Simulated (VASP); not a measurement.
ScSi2: relaxation of cell and atoms with PBE

The system is ScSi2.

```xyz
3
Lattice="3.4171 0.0000 0.0000 -1.7086 2.9593 0.0000 0.0000 0.0000 6.4134" Properties=species:S:1:pos:R:3 pbc="T T T"
Sc    0.0000    0.0000    0.0000
Si    0.0000    1.9729    2.2670
Si    1.7086    0.9864    4.1464
```

| Item | Value |
| --- | --- |
| Program | VASP 6.6.1 |
| Task | relaxation of cell and atoms |
| Functional | PBE |
| Potentials or basis | VASP PAW PBE potentials, release 64 (Sc_sv, Si) |
| Cutoff | 600 eV |
| k mesh | 6 × 6 × 4 |
| Occupations | gaussian, width 0.1 eV |
| Spin | no spin polarisation |
| Dipole correction | no |
| Further INCAR settings | ALGO = Normal; EDIFF = 1e-07; IBRION = 2; EDIFFG = -0.04; NSW = 90; ISIF = 3 |

```yaml
Relaxed_volume: 17.40 Å³/atom
Relaxed_cell: a = 3.091 Å, b = 3.091 Å, c = 6.310 Å, α = 90.00°, β = 90.00°, γ = 120.00°
Space_group_after_relaxing_to_0.05_Å: P-3m1 (No. 164)
Energy_gained_by_relaxing: 183.9 meV/atom
Ionic_steps: 10
Pressure_after_relaxing: 0.2 GPa
Largest_force_after_relaxing: 0.006 eV/Å
```

Forces in eV/Å, atoms in the order of the input:
```
Sc   0.000  0.000  0.000
Si   0.000  0.000  0.006
Si   0.000  0.000 -0.006
```

The path:
```csv
step,energy change (eV),largest force (eV/Å),pressure (GPa),volume (Å³)
1,0.0000,0.2806,-11.06,64.86
2,-0.4290,0.0075,3.73,51.83
3,-0.4522,0.0827,0.05,53.83
4,-0.5040,0.1846,0.00,53.22
5,-0.5073,0.2889,0.90,51.19
6,-0.5491,0.2015,0.27,52.25
7,-0.5491,0.1998,0.29,52.21
8,-0.5510,0.0154,-0.39,52.46
9,-0.5512,0.0509,-0.24,52.41
10,-0.5518,0.0057,0.16,52.21
```

Final structure:
```xyz
3
Lattice="3.0911 0.0000 0.0000 -1.5455 2.6769 0.0000 0.0000 0.0000 6.3102" Properties=species:S:1:pos:R:3 pbc="T T T"
Sc    0.0000    0.0000    0.0000
Si    0.0000    1.7846    2.2398
Si    1.5455    0.8923    4.0704
```

Levels at points of the mesh, in eV from the Fermi level:
```csv
k point,band 8,band 9,band 10,band 11,band 12,band 13
"(0.00, 0.00, 0.00)",0.04,1.78,1.78,3.31,3.31,5.19
"(0.50, 0.00, 0.00)",-2.37,-1.14,-0.28,1.45,1.55,2.08
"(0.00, 0.00, 0.50)",-1.78,1.82,1.82,3.25,3.25,3.88
"(0.50, 0.00, 0.50)",-3.63,-1.22,-0.14,0.95,2.92,3.58
```

It took 2.6 min on 1 thread of AMD EPYC 7R13 Processor (Zen 3), on a shared host, peak memory 0.19 GiB.

Caveat: the volume moved by over 15 % at a fixed basis, so the end points are rough.
